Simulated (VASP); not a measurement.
# Re (P6_3/mmc) in VASP: further runs

Aim: see how the results for Re move with the level of theory and the settings. Levels: PBE+D3(BJ), revPBE. Tasks: relaxation of cell and atoms, single point.

Program: VASP 6.6.1. These are calculated values, not measurements. Logs are shortened: lines on timing, memory, paths and dates and some standing lists are left out, and cuts for length are marked.

## Step 1: The cell of the first run

It takes space group P6_3/mmc (No. 194, hexagonal). The conventional cell has a = 2.761 Å, b = 2.761 Å, c = 4.458 Å, α = 90.00°, β = 90.00°, γ = 120.00°. Within 3.6 Å of Re (site symmetry -6m2) lie 12 Re at 2.74 to 2.76 Å.

## Step 2: Relaxation of cell and atoms, PBE+D3(BJ)

Contents of INCAR:

```
SYSTEM = Re
ALGO = Fast
EDIFF = 1E-6
EDIFFG = -0.01
ENCUT = 600
GGA = PE
IBRION = 2
ISIF = 3
ISMEAR = -1
IVDW = 12
LASPH = .TRUE.
LCHARG = .FALSE.
LREAL = .FALSE.
LWAVE = .FALSE.
NELM = 80
NSW = 60
PREC = Accurate
SIGMA = 0.05
```

Contents of KPOINTS:

```
k-points
0
G
  11 11 6
  0 0 0
```

Contents of POSCAR:

```
Re
1.0
    2.7608000000      0.0000000000      0.0000000000
   -1.3804000000      2.3909229348      0.0000000000
    0.0000000000      0.0000000000      4.4582000000
Re
2
Direct
    0.6666666667      0.3333333333      0.7500000000
    0.3333333333      0.6666666667      0.2500000000
```

Potentials or basis: VASP PAW PBE potentials, release 64 (Re).

Started as:

```
$ cat potpaw_PBE.64/Re/POTCAR > POTCAR
$ mpirun -np 1 vasp_std > vasp.out
```

OUTCAR:

```text
SYSTEM = Re
   EDIFF = 1E-6
   EDIFFG = -0.01
   ENCUT = 600
   GGA = PE
   IBRION = 2
   ISIF = 3
   ISMEAR = -1
   IVDW = 12
   LASPH = .TRUE.
   LREAL = .FALSE.
   NELM = 80
   NSW = 60
   PREC = Accurate
 IVDW          = 12

 ion  position               nearest neighbor table
   1  0.667  0.333  0.750-   2 2.74   2 2.74   2 2.74   2 2.74   2 2.74   2 2.74
   2  0.333  0.667  0.250-   1 2.74   1 2.74   1 2.74   1 2.74   1 2.74   1 2.74

  LATTYP: Found a hexagonal cell.
 ALAT       =     2.7608000000
 C/A-ratio  =     1.6148217908

  Lattice vectors:

 A1 = (   2.7608000000,   0.0000000000,   0.0000000000)
 A2 = (  -1.3804000000,   2.3909229348,   0.0000000000)
 A3 = (   0.0000000000,   0.0000000000,   4.4582000000)

Analysis of symmetry for initial positions (statically):
=====================================================================
 Subroutine PRICEL returns:
 Original cell was already a primitive cell.

 Routine SETGRP: Setting up the symmetry group for a
 hexagonal supercell.

 Subroutine GETGRP returns: Found 24 space group operations
 (whereof 12 operations were pure point group operations)
 out of a pool of 24 trial point group operations.

The static configuration has the point symmetry D_3d.
 The point group associated with its full space group is D_6h.

Analysis of symmetry for dynamics (positions and initial velocities):
=====================================================================
 Subroutine PRICEL returns:
 Original cell was already a primitive cell.

 Routine SETGRP: Setting up the symmetry group for a
 hexagonal supercell.

 Subroutine GETGRP returns: Found 24 space group operations
 (whereof 12 operations were pure point group operations)
 out of a pool of 24 trial point group operations.

The dynamic configuration has the point symmetry D_3d.
 The point group associated with its full space group is D_6h.

 Subroutine INISYM returns: Found 24 space group operations
 (whereof 12 operations are pure point group operations),
 and found     1 'primitive' translations

----------------------------------------------------------------------------------------

                                     Primitive cell

  volume of cell :      29.4280

  direct lattice vectors                    reciprocal lattice vectors
     2.760800000  0.000000000  0.000000000     0.362213851  0.209124264  0.000000000
    -1.380400000  2.390922935  0.000000000     0.000000000  0.418248529  0.000000000
     0.000000000  0.000000000  4.458200000     0.000000000  0.000000000  0.224305774

  length of vectors
     2.760800000  2.760800000  4.458200000     0.418248529  0.418248529  0.224305774

  position of ions in fractional coordinates (direct lattice)
     0.666666667  0.333333333  0.750000000
     0.333333333  0.666666667  0.250000000

  ion indices of the primitive-cell ions
   primitive index   ion index
                 1           1
                 2           2

----------------------------------------------------------------------------------------

 KPOINTS: k-points

Automatic generation of k-mesh.
 Grid dimensions read from file:
 generate k-points for:   11   11    6

 Generating k-lattice:

  Cartesian coordinates                     Fractional coordinates (reciprocal lattice)
     0.032928532  0.019011297  0.000000000     0.090909091 -0.000000000  0.000000000
     0.000000000  0.038022594  0.000000000     0.000000000  0.090909091  0.000000000
     0.000000000  0.000000000  0.037384296     0.000000000  0.000000000  0.166666667

  Length of vectors
     0.038022594  0.038022594  0.037384296

  Shift w.r.t. Gamma in fractional coordinates (k-lattice)
     0.000000000  0.000000000  0.000000000

 Subroutine IBZKPT returns following result:
 ===========================================

 Found     64 irreducible k-points:

 Following reciprocal coordinates:
            Coordinates               Weight
  0.000000  0.000000  0.000000      1.000000
  0.090909 -0.000000  0.000000      6.000000
  0.181818 -0.000000  0.000000      6.000000
  0.272727 -0.000000  0.000000      6.000000
  0.363636 -0.000000  0.000000      6.000000
  0.454545 -0.000000  0.000000      6.000000
[... 16 lines left out ...]
  0.090909  0.090909  0.166667     12.000000
  0.181818  0.090909  0.166667     24.000000
 [... further k-points ...]
   k-points           NKPTS =     64   k-points in BZ     NKDIM =     64   number of bands    NBANDS=     11
   number of dos      NEDOS =    301   number of ions     NIONS =      2
   total plane-waves  NPLWV =  20736
   dimension x,y,z NGX =    24 NGY =   24 NGZ =   36
   dimension x,y,z NGXF=    48 NGYF=   48 NGZF=   72
   ions per type =               2
   NGX,Y,Z   is equivalent  to a cutoff of  14.45, 14.45, 13.42 a.u.
   NGXF,Y,Z  is equivalent  to a cutoff of  28.90, 28.90, 26.85 a.u.
 SYSTEM =  Re
   PREC   = accura    normal or accurate (medium, high low for compatibility)
   ISTART =      0    job   : 0-new  1-cont  2-samecut
   ICHARG =      2    charge: 1-file 2-atom 10-const
   ISPIN  =      1    spin polarized calculation?
   LNONCOLLINEAR =      F non collinear calculations
   LSORBIT =      F    spin-orbit coupling
   LASPH  =      T    aspherical Exc in radial PAW
   ENCUT  =  600.0 eV  44.10 Ry    6.64 a.u.   5.51  5.51  8.90*2*pi/ulx,y,z
   NELM   =     80;   NELMIN=  2; NELMDL= -5     # of ELM steps
   EDIFF  = 0.1E-05   stopping-criterion for ELM
   LREAL  =      F    real-space projection
   EDIFFG = -.1E-01   stopping-criterion for IOM
   NSW    =     60    number of steps for IOM
   IBRION =      2    ionic relax: 0-MD 1-quasi-New 2-CG
   NFREE  =      1    steps in history (QN), initial steepest desc. (CG)
   ISIF   =      3    stress and relaxation
   ISYM   =      2    0-nonsym 1-usesym 2-fastsym
   POTIM  = 0.5000    time-step for ionic-motion
   TEBEG  =    0.0;   TEEND  =   0.0 temperature during run
   PSTRESS=    0.0 pullay stress
   NELECT =      14.0000    total number of electrons
   NUPDOWN=      -1.0000    fix difference up-down
   EMIN   =  10.00;   EMAX   =-10.00  energy-range for DOS
   EFERMI =   0.00;   METHOD = LEGACY
   ISMEAR =    -1;   SIGMA  =   0.05  broadening in eV -4-tet -1-fermi 0-gaus
   EFERMI_NEDOS =   21; number of points for ismear=-14 and -15
   IALGO  =     68    algorithm
   IMIX   =      4    mixing-type and parameters
     AMIX     =   0.40;   BMIX     =  1.00
     AMIX_MAG =   1.60;   BMIX_MAG =  1.00
  volume/ion in A,a.u.               =      14.71        99.29
  Fermi-wavevector in a.u.,A,eV,Ry     =   1.278000  2.415070 22.222174  1.633284
  Thomas-Fermi vector in A             =   2.410568
   LORBIT       =      0    0 simple, 1 ext, 2 COOP (PROOUT), +10 PAW based schemes
   GGA     = PE    functional components
   LHFCALC =     F    Hartree Fock is set to
   AEXX    =    0.0000 exact exchange contribution
   IVDW    =    12    specifies the selected vdW correction
   LEPSILON=     F    determine dielectric tensor
   LRPA    =     F    only Hartree local field effects (RPA)
 conjugate gradient relaxation of ions
 non-spin polarized calculation
 RMM-DIIS sequential band-by-band and
  energy-cutoff  :      600.00
  volume of cell :       29.43
 maximum number of plane-waves:      1014
 NGX is ok and might be reduce to    24
   NGX = 11   NGY = 11   NGZ = 17

--------------------------------------- Ionic step        1  -------------------------------------------

 number of electron      14.0000000 magnetization

 Free energy of the ion-electron system (eV)
  ---------------------------------------------------
  ext. energy  EPLUGINS =         0.00000000
  ---------------------------------------------------
  free energy    TOTEN  =       -24.84829352 eV

  energy without entropy =      -24.83436610  energy(sigma->0) =      -24.84132981

------------------------ aborting loop because EDIFF is reached ----------------------------------------

 Edisp (eV)   -1.31071

 E8    (eV) :    -0.6600

  FORCE on cell =-STRESS in cart. coord.  units (eV):
  Direction    XX          YY          ZZ          XY          YZ          ZX
  --------------------------------------------------------------------------------------
  -------------------------------------------------------------------------------------
  Total      -0.31460    -0.31460    -0.28156    -0.00000    -0.00000     0.00000
  in kB     -17.12795   -17.12795   -15.32905    -0.00000    -0.00000     0.00000
  external pressure =      -16.53 kB  Pullay stress =        0.00 kB

 VOLUME and BASIS-vectors are now :
 -----------------------------------------------------------------------------
  energy-cutoff  :      600.00
  volume of cell :       29.43
      direct lattice vectors                 reciprocal lattice vectors
     2.760800000  0.000000000  0.000000000     0.362213851  0.209124264  0.000000000
    -1.380400000  2.390922935  0.000000000     0.000000000  0.418248529  0.000000000
     0.000000000  0.000000000  4.458200000     0.000000000  0.000000000  0.224305774
[... 41 lines left out ...]
 POSITION                                       TOTAL-FORCE (eV/Angst)
 -----------------------------------------------------------------------------------
      1.36992      0.79093      3.32094         0.000000      0.000000      0.000000
     -0.00000      1.58185      1.10698        -0.000000     -0.000000      0.000000
 -----------------------------------------------------------------------------------
    total drift:                               -0.000000      0.000000     -0.000000

  FREE ENERGIE OF THE ION-ELECTRON SYSTEM (eV)
  ---------------------------------------------------
  free  energy   TOTEN  =       -26.1482646434 eV

  energy  without entropy=      -26.1351228673  energy(sigma->0) =      -26.14169376

--------------------------------------- Ionic step        3  -------------------------------------------

 number of electron      14.0000000 magnetization

 Free energy of the ion-electron system (eV)
  ---------------------------------------------------
  ext. energy  EPLUGINS =         0.00000000
  ---------------------------------------------------
  free energy    TOTEN  =       -24.84314677 eV

  energy without entropy =      -24.82937541  energy(sigma->0) =      -24.83626109

 E-fermi :   7.9479     XC(G=0): -13.7540

 val. band max:        7.9292162077   @ k =   0.1818  -0.0000   0.1667
 cond. band min:       7.9946158163   @ k =   0.3636   0.1818   0.3333
 fundamental gap:      0.0653996086
 Fermi energy:         7.9478598335

 k-point     1 :       0.0000    0.0000    0.0000
  band No.  band energies     occupation
      1      -1.9576      2.00000
      2       1.2840      2.00000
      3       6.3477      2.00000
      4       6.3488      2.00000
      5       6.3488      2.00000
      6       7.1909      2.00000
      7       7.1909      2.00000
      8       8.1278      0.05329
      9       8.1278      0.05329
     10       8.5631      0.00001
     11      11.3228      0.00000

 k-point     2 :       0.0909   -0.0000    0.0000
  band No.  band energies     occupation
      1      -1.6201      2.00000
      2       1.5981      2.00000
      3       5.7098      2.00000
      4       6.6598      2.00000
      5       6.8420      2.00000
      6       7.0039      2.00000
      7       7.3132      1.99999
      8       7.4847      1.99981
      9       7.8746      1.62494
     10       8.0765      0.14175
     11      11.5043      0.00000
[... 295 lines left out ...]
 k-point    24 :       0.1818    0.0909    0.1667
  band No.  band energies     occupation
      1       0.3715      2.00000
      2       2.9980      2.00000
      3       4.3597      2.00000
      4       4.7040      2.00000
      5       5.9810      2.00000
      6       6.6737      2.00000
      7       7.2871      2.00000
      8       8.2382      0.00599
      9       8.9556      0.00000
     10       9.3487      0.00000
     11      11.7273      0.00000

 [... further k-points ...]

------------------------ aborting loop because EDIFF is reached ----------------------------------------

 Edisp (eV)   -1.31652

 E8    (eV) :    -0.6630

  FORCE on cell =-STRESS in cart. coord.  units (eV):
  Direction    XX          YY          ZZ          XY          YZ          ZX
  --------------------------------------------------------------------------------------
  -------------------------------------------------------------------------------------
  Total      -0.00498    -0.00498     0.01747    -0.00000    -0.00000     0.00000
  in kB      -0.27220    -0.27220     0.95501    -0.00000    -0.00000     0.00000
  external pressure =        0.14 kB  Pullay stress =        0.00 kB

 VOLUME and BASIS-vectors are now :
 -----------------------------------------------------------------------------
  energy-cutoff  :      600.00
  volume of cell :       29.30
      direct lattice vectors                 reciprocal lattice vectors
     2.756704147  0.000000000  0.000000000     0.362752021  0.209434977  0.000000000
    -1.378352074  2.387375822  0.000000000     0.000000000  0.418869954  0.000000000
    -0.000000000 -0.000000000  4.452280585     0.000000000  0.000000000  0.224603994

 POSITION                                       TOTAL-FORCE (eV/Angst)
 -----------------------------------------------------------------------------------
      1.37835      0.79579      3.33921         0.000000     -0.000000      0.000000
     -0.00000      1.59158      1.11307        -0.000000      0.000000      0.000000
 -----------------------------------------------------------------------------------
    total drift:                               -0.000000      0.000000     -0.000000

  FREE ENERGIE OF THE ION-ELECTRON SYSTEM (eV)
  ---------------------------------------------------
  free  energy   TOTEN  =       -26.1596637115 eV

  energy  without entropy=      -26.1458923494  energy(sigma->0) =      -26.15277803

 reached required accuracy - stopping structural energy minimisation
```

Wall time 98 s (1 thread of AMD EPYC 7R13, shared host); peak memory 0.16 GiB.

Results:

```
Free energy                           : -26.1597 eV
Relaxed volume                        : 14.65 Å³/atom
Relaxed cell                          : a = 2.757 Å, b = 2.757 Å, c = 4.452 Å, α = 90.00°, β = 90.00°, γ = 120.00°
Space group after relaxing (to 0.1 Å) : P6_3/mmc (No. 194)
Energy gained by relaxing             : 0.3 meV/atom
Ionic steps                           : 3
Pressure after relaxing               : 0.0 GPa
Band gap on the k mesh                : zero (bands 7 and 8 overlap by 3.08 eV)
Dispersion energy per atom            : -0.658 eV
```

Stress tensor (GPa, compression positive):
```
-0.03  0.00  0.00
 0.00 -0.03  0.00
 0.00  0.00  0.10
```

Step by step:
| step | energy change (eV) | largest force (eV/Å) | pressure (GPa) | volume (Å³) |
| --- | --- | --- | --- | --- |
| 1 | 0.0000 | 0.0000 | -1.65 | 29.43 |
| 2 | 0.0107 | 0.0000 | 7.25 | 28.79 |
| 3 | -0.0007 | 0.0000 | 0.01 | 29.30 |

Final structure:
```xyz
2
Lattice="2.7567 0.0000 0.0000 -1.3784 2.3874 0.0000 0.0000 0.0000 4.4523" Properties=species:S:1:pos:R:3 pbc="T T T"
Re    1.3784    0.7958    3.3392
Re    0.0000    1.5916    1.1131
```

Caveat: spin-orbit coupling is left out, which moves the levels of the heavy elements.

## Step 3: Single point, revPBE

This run uses another cell than the first one, of 15.30 Å³/atom.

Contents of INCAR:

```
SYSTEM = Re
  ALGO = Normal
  EDIFF = 1E-7
  ENCUT = 520
  GGA = RE
  ISIF = 2
  ISMEAR = -1
  LASPH = .True.
  LCHARG = .False.
  LREAL = .False.
  LWAVE = .False.
  NBANDS = 14
  NELM = 80
  PREC = Accurate
  SIGMA = 0.05
```

Contents of KPOINTS:

```
k-points
0
Gamma
  11 11 6
  0 0 0
```

Contents of POSCAR:

```
Re
1.0
    2.7971304821      0.0000000000      0.0000000000
   -1.3985652410      2.4223860552      0.0000000000
    0.0000000000      0.0000000000      4.5168672541
Re
2
Direct
    0.6666666667      0.3333333333      0.7500000000
    0.3333333333      0.6666666667      0.2500000000
```

Potentials or basis: VASP PAW PBE potentials, release 64 (Re).

Started as:

```
$ cat potpaw_PBE.64/Re/POTCAR > POTCAR
$ mpirun -np 1 vasp_std > vasp.out
```

It took 51 s on 1 thread of Intel Xeon 8259CL, shared host; peak memory 0.17 GiB.

Results (log left out):

```
Free energy            : -23.8743 eV
Pressure               : -6.1 GPa
Band gap on the k mesh : zero (bands 7 and 8 overlap by 2.84 eV)
```

Stress tensor (GPa, compression positive):
```
-6.19  0.00  0.00
 0.00 -6.19  0.00
 0.00  0.00 -5.95
```

Levels at points of the mesh, in eV from the Fermi level:
```tsv
k point	band 5	band 6	band 7	band 8	band 9	band 10
(0.00, 0.00, 0.00)	-1.48	-0.70	-0.70	0.18	0.18	0.53
(0.00, 0.00, 0.50)	-1.60	-1.60	-1.60	-1.60	2.40	2.40
```

Caveat: the cell stands under tension; the PAW data sets were made with another functional, which shifts forces and pressure a little; spin-orbit coupling is left out, which moves the levels of the heavy elements.

(Part 1 of 2 ends here.)

The gap in the log of VASP goes by the Fermi energy; the results here count the filled bands.